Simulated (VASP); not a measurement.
## Au: single point with PBE

Au:

```
Au
1.0
     0.00000    2.07500    2.07500
     2.07500    0.00000    2.07500
     2.07500    2.07500    0.00000
Au
1
Direct
  0.00000 0.00000 0.00000
```

```
Program             : VASP 6.6.1
Task                : single point
Functional          : PBE
Potentials or basis : VASP PAW PBE potentials, release 64 (Au)
Cutoff              : 500 eV
k mesh              : 8 × 8 × 8
Occupations         : fermi-dirac, width 0.1 eV
Spin                : no spin polarisation
```

- Pressure: 1.3 GPa

Levels at points of the mesh, in eV from the Fermi level:
```
           k point  band 2  band 3  band 4  band 5  band 6  band 7  band 8  band 9  band 10  band 11
(0.00, 0.00, 0.00)   -4.40   -4.40   -4.40   -3.01   -3.01   14.62   18.34   18.34    18.34    23.10
(0.50, 0.00, 0.00)   -4.43   -4.43   -1.90   -1.90   -0.70    2.87   14.06   16.81    16.81    24.26
(0.50, 0.50, 0.00)   -6.30   -1.95   -1.61   -1.61    1.20    5.44    9.91    9.91    16.74    19.22
```

Wall time 7.3 s on 1 thread of AMD EPYC 7R13 Processor (Zen 3) (shared host), peak memory 0.11 GiB.

Caveat: spin-orbit coupling is left out, which moves the levels of the heavy elements.
